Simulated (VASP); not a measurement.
A run of VASP 6.6.1 is set up as follows.

The input INCAR:

```
SYSTEM = Al
PREC = Accurate
ENCUT = 500
EDIFF = 1E-6
ISMEAR = -1
SIGMA = 0.05
LREAL = .False.
LASPH = .True.
NELM = 120
ALGO = Normal
ISIF = 2
LWAVE = .False.
LCHARG = .False.
GGA = PS
NBANDS = 8
GGA_COMPAT = .False.
```

The input KPOINTS:

```
Automatic mesh
0
Gamma
  19 19 19
  0 0 0
```

File POSCAR:

```
Al
1.0
   -1.4133312321      1.4133312321      1.4133312321
    1.4133312321     -1.4133312321      1.4133312321
    1.4133312321      1.4133312321     -1.4133312321
Al
1
Direct
    0.0000000000      0.0000000000      0.0000000000
```

Potentials or basis: VASP PAW PBE potentials, release 64 (Al).

Run with:

```bash
$ cat potpaw_PBE.64/Al/POTCAR > POTCAR
$ mpirun -np 1 vasp_std > vasp.out
```

Task: What does it give for the pressure?

Result: 63.4 GPa.

Caveat: the PAW data sets were made with another functional, which shifts forces and pressure a little.
